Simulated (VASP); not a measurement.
A run of VASP 6.6.1:

INCAR

```
SYSTEM = Cr
ALGO     = Normal         ! electronic algorithm
EDIFF    = 1E-6           ! SCF threshold, eV
ENCUT    = 600            ! plane-wave cutoff, eV
GGA      = PE             ! functional
GGA_COMPAT= .False.      
ISIF     = 2              ! what is computed and relaxed
ISMEAR   = -1             ! smearing method
LASPH    = .True.         ! aspherical terms in the spheres
LCHARG   = .False.        ! write CHGCAR
LREAL    = .False.        ! projectors in reciprocal space
LWAVE    = .False.        ! write WAVECAR
NBANDS   = 21             ! bands
NELM     = 120            ! most SCF steps
PREC     = Accurate       ! precision mode
SIGMA    = 0.1            ! smearing width, eV
```

File KPOINTS:

```
k-points
0
Gamma
  17 17 9
  0 0 0
```

File POSCAR:

```
Cr
1.0
    2.0763341892      0.0000000000      0.0000000000
   -1.0381670946      1.7981581546      0.0000000000
    0.0000000000      0.0000000000      3.3225353193
Cr
2
Direct
    0.3333333333      0.6666666667      0.2500000000
    0.6666666667      0.3333333333      0.7500000000
```

Potentials or basis: VASP PAW PBE potentials, release 64 (Cr_sv).

Command:

```sh
$ cat potpaw_PBE.64/Cr_sv/POTCAR > POTCAR
$ mpirun -np 1 vasp_std > vasp.out
```

Hardware: 1 thread of Intel(R) Xeon(R) Platinum 8559C (Emerald Rapids), with other jobs on the host.

Question: Estimate the wall time of this run.

Answer: It took 32 s on 1 thread of Intel(R) Xeon(R) Platinum 8559C (Emerald Rapids) (shared host), peak memory 0.16 GiB. Counts: scf iterations 13, k points 165.
